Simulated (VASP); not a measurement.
# MoS2 (P-3m1) in VASP: further runs

Runs on MoS2. Level: PBEsol. Tasks: single point.

All numbers are computed with VASP 6.6.1; they aren't measurements. Logs are shortened: lines on timing, memory, paths and dates and some standing lists are left out, and cuts for length are marked.

## (1) The cell of the first run

It takes space group P-3m1 (No. 164, trigonal). Conventional cell: a = 3.227 Å, b = 3.227 Å, c = 6.312 Å, α = 90.00°, β = 90.00°, γ = 120.00°. Within 3.2 Å of Mo (site symmetry -3m) lie 6 S at 2.42 Å. S (site symmetry 3m) has 3 Mo at 2.42 Å within 3.2 Å.

## (2) Single point, PBEsol

Input file INCAR:

```
ALGO = Normal ; EDIFF = 1E-6
ENCUT = 520 ; GGA = PS
ISIF = 2 ; ISMEAR = 0
LASPH = True ; LCHARG = False
LREAL = False ; LWAVE = False
NBANDS = 20 ; NELM = 60
PREC = Accurate ; SIGMA = 0.1
```

Input file KPOINTS:

```
k-points
0
Gamma
  8 8 4
```

Input file POSCAR:

```
MoS2
1.0
    3.2274645600      0.0000000000      0.0000000000
   -1.6137322800      2.7950663000      0.0000000000
    0.0000000000      0.0000000000      6.3124734200
Mo S
1 2
Direct
    0.0000000000      0.0000000000      0.5000000000
    0.3333333333      0.6666666667      0.2553193200
    0.6666666667      0.3333333333      0.7446806800
```

Potentials or basis: VASP PAW PBE potentials, release 64 (Mo_sv, S).

Started as:

```bash
> cat potpaw_PBE.64/Mo_sv/POTCAR potpaw_PBE.64/S/POTCAR > POTCAR
> mpirun -np 1 vasp_std > vasp.out
```

OUTCAR:

```text
EDIFF = 1E-6
   ENCUT = 520
   GGA = PS
   ISIF = 2
   ISMEAR = 0
   LASPH = True
   LREAL = False
   NELM = 60
   PREC = Accurate

 ion  position               nearest neighbor table
   1  0.000  0.000  0.500-   2 2.42   3 2.42   3 2.42   2 2.42   3 2.42   2 2.42
   2  0.333  0.667  0.255-   1 2.42   1 2.42   1 2.42
   3  0.667  0.333  0.745-   1 2.42   1 2.42   1 2.42

  LATTYP: Found a hexagonal cell.
 ALAT       =     3.2274645600
 C/A-ratio  =     1.9558614208

  Lattice vectors:

 A1 = (   3.2274645600,   0.0000000000,   0.0000000000)
 A2 = (  -1.6137322800,   2.7950663000,   0.0000000000)
 A3 = (   0.0000000000,   0.0000000000,   6.3124734200)

Analysis of symmetry for initial positions (statically):
=====================================================================
 Subroutine PRICEL returns:
 Original cell was already a primitive cell.

 Routine SETGRP: Setting up the symmetry group for a
 hexagonal supercell.

 Subroutine GETGRP returns: Found 12 space group operations
 (whereof 12 operations were pure point group operations)
 out of a pool of 24 trial point group operations.

The static configuration has the point symmetry D_3d.

Analysis of symmetry for dynamics (positions and initial velocities):
=====================================================================
 Subroutine PRICEL returns:
 Original cell was already a primitive cell.

 Routine SETGRP: Setting up the symmetry group for a
 hexagonal supercell.

 Subroutine GETGRP returns: Found 12 space group operations
 (whereof 12 operations were pure point group operations)
 out of a pool of 24 trial point group operations.

The dynamic configuration has the point symmetry D_3d.

 Subroutine INISYM returns: Found 12 space group operations
 (whereof 12 operations are pure point group operations),
 and found     1 'primitive' translations

----------------------------------------------------------------------------------------

                                     Primitive cell

  volume of cell :      56.9447

  direct lattice vectors                    reciprocal lattice vectors
     3.227464560  0.000000000  0.000000000     0.309840738  0.178886633  0.000000000
    -1.613732280  2.795066300  0.000000000     0.000000000  0.357773266  0.000000000
     0.000000000  0.000000000  6.312473420     0.000000000  0.000000000  0.158416509

  length of vectors
     3.227464560  3.227464561  6.312473420     0.357773267  0.357773266  0.158416509

  position of ions in fractional coordinates (direct lattice)
     0.000000000  0.000000000  0.500000000
     0.333333333  0.666666667  0.255319320
     0.666666667  0.333333333  0.744680680

  ion indices of the primitive-cell ions
   primitive index   ion index
                 1           1
                 2           2
                 3           3

----------------------------------------------------------------------------------------

 KPOINTS: k-points

Automatic generation of k-mesh.
 Grid dimensions read from file:
 generate k-points for:    8    8    4

 Generating k-lattice:

  Cartesian coordinates                     Fractional coordinates (reciprocal lattice)
     0.038730092  0.022360829  0.000000000     0.125000000  0.000000000  0.000000000
     0.000000000  0.044721658  0.000000000     0.000000000  0.125000000  0.000000000
     0.000000000  0.000000000  0.039604127     0.000000000  0.000000000  0.250000000

  Length of vectors
     0.044721658  0.044721658  0.039604127

  Shift w.r.t. Gamma in fractional coordinates (k-lattice)
     0.000000000  0.000000000  0.000000000

 Subroutine IBZKPT returns following result:
 ===========================================

 Found     35 irreducible k-points:

 Following reciprocal coordinates:
            Coordinates               Weight
  0.000000  0.000000  0.000000      1.000000
  0.125000  0.000000  0.000000      6.000000
  0.250000  0.000000  0.000000      6.000000
  0.375000 -0.000000  0.000000      6.000000
  0.500000  0.000000  0.000000      3.000000
  0.125000  0.125000  0.000000      6.000000
[... 16 lines left out ...]
 -0.125000  0.500000  0.250000     12.000000
  0.250000  0.250000  0.250000     12.000000
 [... further k-points ...]
   k-points           NKPTS =     35   k-points in BZ     NKDIM =     35   number of bands    NBANDS=     20
   number of dos      NEDOS =    301   number of ions     NIONS =      3
   total plane-waves  NPLWV =  27648
   dimension x,y,z NGX =    24 NGY =   24 NGZ =   48
   dimension x,y,z NGXF=    48 NGYF=   48 NGZF=   96
   ions per type =               1   2
   NGX,Y,Z   is equivalent  to a cutoff of  12.36, 12.36, 12.64 a.u.
   NGXF,Y,Z  is equivalent  to a cutoff of  24.72, 24.72, 25.28 a.u.
 SYSTEM =  unknown system
   PREC   = accura    normal or accurate (medium, high low for compatibility)
   ISTART =      0    job   : 0-new  1-cont  2-samecut
   ICHARG =      2    charge: 1-file 2-atom 10-const
   ISPIN  =      1    spin polarized calculation?
   LNONCOLLINEAR =      F non collinear calculations
   LSORBIT =      F    spin-orbit coupling
   LASPH  =      T    aspherical Exc in radial PAW
   ENCUT  =  520.0 eV  38.22 Ry    6.18 a.u.   6.00  6.00 11.74*2*pi/ulx,y,z
   NELM   =     60;   NELMIN=  2; NELMDL= -5     # of ELM steps
   EDIFF  = 0.1E-05   stopping-criterion for ELM
   LREAL  =      F    real-space projection
   EDIFFG = 0.1E-04   stopping-criterion for IOM
   NSW    =      0    number of steps for IOM
   IBRION =     -1    ionic relax: 0-MD 1-quasi-New 2-CG
   NFREE  =      0    steps in history (QN), initial steepest desc. (CG)
   ISIF   =      2    stress and relaxation
   ISYM   =      2    0-nonsym 1-usesym 2-fastsym
   POTIM  = 0.5000    time-step for ionic-motion
   TEBEG  =    0.0;   TEEND  =   0.0 temperature during run
   PSTRESS=    0.0 pullay stress
   NELECT =      26.0000    total number of electrons
   NUPDOWN=      -1.0000    fix difference up-down
   EMIN   =  10.00;   EMAX   =-10.00  energy-range for DOS
   EFERMI =   0.00;   METHOD = LEGACY
   ISMEAR =     0;   SIGMA  =   0.10  broadening in eV -4-tet -1-fermi 0-gaus
   EFERMI_NEDOS =   21; number of points for ismear=-14 and -15
   IALGO  =     38    algorithm
   IMIX   =      4    mixing-type and parameters
     AMIX     =   0.40;   BMIX     =  1.00
     AMIX_MAG =   1.60;   BMIX_MAG =  1.00
  volume/ion in A,a.u.               =      18.98       128.09
  Fermi-wavevector in a.u.,A,eV,Ry     =   1.260612  2.382212 21.621610  1.589144
  Thomas-Fermi vector in A             =   2.394113
   LORBIT       =      0    0 simple, 1 ext, 2 COOP (PROOUT), +10 PAW based schemes
   GGA     = PS    functional components
   LHFCALC =     F    Hartree Fock is set to
   AEXX    =    0.0000 exact exchange contribution
   IVDW    =     0    specifies the selected vdW correction
   LEPSILON=     F    determine dielectric tensor
   LRPA    =     F    only Hartree local field effects (RPA)
 non-spin polarized calculation
 Gauss-broadening in eV      SIGMA  =   0.10
  energy-cutoff  :      520.00
  volume of cell :       56.94
 maximum number of plane-waves:      1552
   NGX = 13   NGY = 13   NGZ = 23

 number of electron      26.0000001 magnetization

 Free energy of the ion-electron system (eV)
  ---------------------------------------------------
  ext. energy  EPLUGINS =         0.00000000
  ---------------------------------------------------
  free energy    TOTEN  =       -22.56355485 eV

  energy without entropy =      -22.55544172  energy(sigma->0) =      -22.55949829

 E-fermi :   6.8367     XC(G=0): -10.6252

 val. band max:        6.8247496934   @ k =   0.2500   0.2500   0.5000
 cond. band min:       6.8569748999   @ k =   0.1250   0.0000   0.0000
 fundamental gap:      0.0322252065
 Fermi energy:         6.8366956027

 k-point     1 :       0.0000    0.0000    0.0000
  band No.  band energies     occupation
      1     -54.8473      2.00000
      2     -28.9091      2.00000
      3     -28.8818      2.00000
      4     -28.8818      2.00000
      5      -7.9889      2.00000
      6      -6.5265      2.00000
[... 12 lines left out ...]
     19      12.9034      0.00000
     20      16.3823      0.00000

 k-point     2 :       0.1250    0.0000    0.0000
  band No.  band energies     occupation
      1     -54.8427      2.00000
      2     -28.9309      2.00000
      3     -28.8995      2.00000
      4     -28.8930      2.00000
      5      -7.7548      2.00000
      6      -6.4770      2.00000
[... 12 lines left out ...]
     19      13.8780      0.00000
     20      15.8417      0.00000

 k-point     3 :       0.2500    0.0000    0.0000
  band No.  band energies     occupation
      1     -54.8315      2.00000
      2     -29.0477      2.00000
      3     -28.9201      2.00000
      4     -28.8762      2.00000
      5      -7.1369      2.00000
      6      -6.3421      2.00000
[... 12 lines left out ...]
     19      14.3734      0.00000
     20      15.0426      0.00000

 k-point     4 :       0.3750   -0.0000    0.0000
  band No.  band energies     occupation
      1     -54.8202      2.00000
      2     -29.1623      2.00000
      3     -28.9469      2.00000
      4     -28.8527      2.00000
      5      -6.5213      2.00000
      6      -6.0458      2.00000
[... 12 lines left out ...]
     19      13.6057      0.00000
     20      14.6509      0.00000

 k-point     5 :       0.5000    0.0000    0.0000
  band No.  band energies     occupation
      1     -54.8156      2.00000
      2     -29.2091      2.00000
      3     -28.9580      2.00000
      4     -28.8430      2.00000
      5      -6.3812      2.00000
      6      -5.7201      2.00000
[... 12 lines left out ...]
     19      13.6665      0.00000
     20      15.1530      0.00000

 k-point     6 :       0.1250    0.1250    0.0000
  band No.  band energies     occupation
      1     -54.8348      2.00000
      2     -29.0082      2.00000
      3     -28.9179      2.00000
      4     -28.8829      2.00000
      5      -7.3241      2.00000
      6      -6.3877      2.00000
[... 12 lines left out ...]
     19      15.2485      0.00000
     20      15.5839      0.00000

 k-point     7 :       0.2500    0.1250    0.0000
  band No.  band energies     occupation
      1     -54.8235      2.00000
      2     -29.1117      2.00000
      3     -28.9569      2.00000
      4     -28.8596      2.00000
      5      -6.6434      2.00000
      6      -6.2210      2.00000
[... 12 lines left out ...]
     19      14.5229      0.00000
     20      14.9011      0.00000
[... 277 lines left out ...]
 k-point    20 :       0.2500    0.1250    0.2500
  band No.  band energies     occupation
      1     -54.8235      2.00000
      2     -29.1117      2.00000
      3     -28.9569      2.00000
      4     -28.8596      2.00000
      5      -6.6395      2.00000
      6      -6.2201      2.00000
[... 12 lines left out ...]
     19      14.4658      0.00000
     20      15.5797      0.00000

 k-point    21 :      -0.1250    0.3750    0.2500
  band No.  band energies     occupation
      1     -54.8235      2.00000
      2     -29.1117      2.00000
      3     -28.9569      2.00000
      4     -28.8596      2.00000
      5      -6.5481      2.00000
      6      -6.3279      2.00000
[... 12 lines left out ...]
     19      14.6420      0.00000
     20      15.2672      0.00000

 k-point    22 :       0.3750    0.1250    0.2500
  band No.  band energies     occupation
      1     -54.8156      2.00000
      2     -29.1833      2.00000
      3     -28.9848      2.00000
      4     -28.8431      2.00000
      5      -6.3466      2.00000
      6      -5.7649      2.00000
[... 12 lines left out ...]
     19      13.7335      0.00000
     20      15.0671      0.00000

 k-point    23 :      -0.1250    0.5000    0.2500
  band No.  band energies     occupation
      1     -54.8156      2.00000
      2     -29.1833      2.00000
      3     -28.9848      2.00000
      4     -28.8431      2.00000
      5      -6.2967      2.00000
      6      -5.8312      2.00000
[... 12 lines left out ...]
     19      13.7952      0.00000
     20      15.0967      0.00000

 k-point    24 :       0.2500    0.2500    0.2500
  band No.  band energies     occupation
      1     -54.8156      2.00000
      2     -29.1472      2.00000
      3     -29.0219      2.00000
      4     -28.8431      2.00000
      5      -6.1453      2.00000
      6      -6.0042      2.00000
[... 12 lines left out ...]
     19      14.1058      0.00000
     20      15.5649      0.00000

 [... further k-points ...]

------------------------ aborting loop because EDIFF is reached ----------------------------------------

  FORCE on cell =-STRESS in cart. coord.  units (eV):
  Direction    XX          YY          ZZ          XY          YZ          ZX
  --------------------------------------------------------------------------------------
  -------------------------------------------------------------------------------------
  Total       -1.5928809     -1.5928809     -0.4281513     -0.0000000     -0.0000000      0.0000000
  in kB      -44.8167889    -44.8167889    -12.0463277     -0.0000000     -0.0000000      0.0000000
  external PRESSURE =     -33.8933018 kB  Pullay stress =       0.0000000 kB

 VOLUME and BASIS-vectors are now :
 -----------------------------------------------------------------------------
  energy-cutoff  :      520.00
  volume of cell :       56.94
      direct lattice vectors                 reciprocal lattice vectors
     3.227464560  0.000000000  0.000000000     0.309840738  0.178886633  0.000000000
    -1.613732280  2.795066300  0.000000000     0.000000000  0.357773266  0.000000000
     0.000000000  0.000000000  6.312473420     0.000000000  0.000000000  0.158416509

 POSITION                                       TOTAL-FORCE (eV/Angst)
 -----------------------------------------------------------------------------------
      0.00000      0.00000      3.15624         0.000000      0.000000      0.000000
     -0.00000      1.86338      1.61170        -0.000000      0.000000     -0.012647
      1.61373      0.93169      4.70078         0.000000      0.000000      0.012647
 -----------------------------------------------------------------------------------
    total drift:                                0.000000     -0.000000      0.000000

  FREE ENERGIE OF THE ION-ELECTRON SYSTEM (eV)
  ---------------------------------------------------
  free  energy   TOTEN  =       -22.5635548484 eV

  energy  without entropy=      -22.5554417245  energy(sigma->0) =      -22.55949829
```

It took 55 s on 1 thread of Intel Xeon 8259CL, shared host; peak memory 0.19 GiB.

What came out:

- Free energy: -22.5636 eV
- Pressure: -3.4 GPa
- Largest force: 0.013 eV/Å
- Band gap on the k mesh: zero (band 13 reaches 7.01 eV, above the bottom of band 14 at 6.46 eV)

Forces on the atoms (eV/Å):
```
Mo   0.000  0.000  0.000
S    0.000  0.000 -0.013
S    0.000  0.000  0.013
```

Stress tensor (GPa, compression positive):
```
-4.48  0.00  0.00
 0.00 -4.48  0.00
 0.00  0.00 -1.20
```

Levels at points of the mesh, in eV from the Fermi level:
```csv
k point,band 11,band 12,band 13,band 14,band 15,band 16
"(0.00, 0.00, 0.00)",-1.09,-0.96,-0.96,-0.31,-0.31,3.21
"(0.50, 0.00, 0.00)",-3.20,-1.77,-1.74,0.94,1.71,3.64
"(0.00, 0.00, 0.50)",-0.96,-0.96,-0.37,-0.37,-0.08,3.37
"(0.50, 0.00, 0.50)",-2.40,-2.12,-1.61,0.94,1.73,3.31
```

Caveat: the PAW data sets were made with another functional, which shifts forces and pressure a little; this functional lacks dispersion, which binds the layers, so the pressure and a relaxed spacing across them are unreliable.

## (3) Single point, PBEsol

This run uses another cell than the first one, of 19.36 Å³/atom, 1.020 times its volume.

Input file INCAR:

```
  PREC = Accurate
  ENCUT = 520
  EDIFF = 1E-7
  ISMEAR = 0
  SIGMA = 0.1
  LREAL = F
  LASPH = T
  NELM = 80
  ALGO = Normal
  ISIF = 2
  LWAVE = F
  LCHARG = F
  GGA = PS
  NBANDS = 20
```

Input file KPOINTS:

```
regular mesh
0
Gamma
  8 8 4
```

Input file POSCAR:

```
MoS2
1.0
    3.2488391204      0.0000000000      0.0000000000
   -1.6244195602      2.8135772123      0.0000000000
    0.0000000000      0.0000000000      6.3542790981
Mo S
1 2
Direct
    0.0000000000      0.0000000000      0.5000000000
    0.3333333333      0.6666666667      0.2553193200
    0.6666666667      0.3333333333      0.7446806800
```

Potentials or basis: VASP PAW PBE potentials, release 64 (Mo_sv, S).

Started as:

```bash
> cat potpaw_PBE.64/Mo_sv/POTCAR potpaw_PBE.64/S/POTCAR > POTCAR
> mpirun -np 1 vasp_std > vasp.out
```

OUTCAR:

```text
PREC = Accurate
   ENCUT = 520
   EDIFF = 1E-7
   ISMEAR = 0
   LREAL = F
   LASPH = T
   NELM = 80
   ISIF = 2
   GGA = PS

 ion  position               nearest neighbor table
   1  0.000  0.000  0.500-   2 2.44   3 2.44   3 2.44   2 2.44   3 2.44   2 2.44
   2  0.333  0.667  0.255-   1 2.44   1 2.44   1 2.44
   3  0.667  0.333  0.745-   1 2.44   1 2.44   1 2.44

  LATTYP: Found a hexagonal cell.
 ALAT       =     3.2488391204
[... 746 lines left out ...]

  FORCE on cell =-STRESS in cart. coord.  units (eV):
  Direction    XX          YY          ZZ          XY          YZ          ZX
  --------------------------------------------------------------------------------------
  -------------------------------------------------------------------------------------
  Total       -2.4481577     -2.4481577     -1.3839673     -0.0000000      0.0000000     -0.0000000
  in kB      -67.5299821    -67.5299821    -38.1753536     -0.0000000      0.0000000     -0.0000000
  external PRESSURE =     -57.7451059 kB  Pullay stress =       0.0000000 kB

 VOLUME and BASIS-vectors are now :
 -----------------------------------------------------------------------------
  energy-cutoff  :      520.00
  volume of cell :       58.08
      direct lattice vectors                 reciprocal lattice vectors
     3.248839120  0.000000000  0.000000000     0.307802253  0.177709713  0.000000000
    -1.624419560  2.813577212  0.000000000     0.000000000  0.355419427  0.000000000
     0.000000000  0.000000000  6.354279098     0.000000000  0.000000000  0.157374265

 POSITION                                       TOTAL-FORCE (eV/Angst)
 -----------------------------------------------------------------------------------
      0.00000      0.00000      3.17714         0.000000      0.000000      0.000000
     -0.00000      1.87572      1.62237         0.000000     -0.000000      0.291166
      1.62442      0.93786      4.73191        -0.000000      0.000000     -0.291166
 -----------------------------------------------------------------------------------
    total drift:                                0.000000     -0.000000      0.000000

  FREE ENERGIE OF THE ION-ELECTRON SYSTEM (eV)
  ---------------------------------------------------
  free  energy   TOTEN  =       -22.5312882517 eV

  energy  without entropy=      -22.5230407282  energy(sigma->0) =      -22.52716449
```

Run time: 60 s. Hardware: 1 thread of Intel Xeon 8259CL, shared host; peak memory 0.19 GiB.

Results:

```yaml
Free_energy: -22.5313 eV
Pressure: -5.8 GPa
Largest_force: 0.291 eV/Å
Band_gap_on_the_k_mesh: zero (band 13 reaches 6.76 eV, above the bottom of band 14 at 6.20 eV)
```

Forces in eV/Å, atoms in the order of the input:
```
Mo   0.000  0.000  0.000
S    0.000  0.000  0.291
S    0.000  0.000 -0.291
```

Stress tensor (GPa, compression positive):
```
-6.75  0.00  0.00
 0.00 -6.75  0.00
 0.00  0.00 -3.82
```

Caveat: the PAW data sets were made with another functional, which shifts forces and pressure a little; this functional lacks dispersion, which binds the layers, so the pressure and a relaxed spacing across them are unreliable.
